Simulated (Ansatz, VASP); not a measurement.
## InP in VASP and in Ansatz

```xyz
2
Lattice="0.0000 2.7979 2.8550 2.7979 0.0000 2.8550 2.7979 2.7979 0.0000" Properties=species:S:1:pos:R:3 pbc="T T T"
In    0.0000    0.0000    0.0000
P     2.7979    2.7979    2.8550
```

Change from the starting cell: equal xx and yy strain of -2 %.

Alike in both runs: task single point; functional PBEsol; k mesh 11 × 11 × 11; occupations fermi-dirac, width 0.03 eV; no spin polarisation.

|  | VASP | Ansatz |
| --- | --- | --- |
| version | VASP 6.6.1 | Ansatz 0.2.0 |
| potentials or method | VASP PAW PBE potentials, release 64 (In_d, P), cutoff 520 eV | all-electron LAPW, scalar-relativistic |

|  | VASP | Ansatz | Ansatz less VASP |
| --- | --- | --- | --- |
| pressure (GPa) | -6.3 | -6.3 | 0.00 |
| traceless stress, the component that is largest in VASP (GPa) | -1.23 | -1.23 | -0.001 |

VASP's potentials were made for PBE, not for PBEsol. Ansatz ran all-electron here, and VASP with PAW potentials.
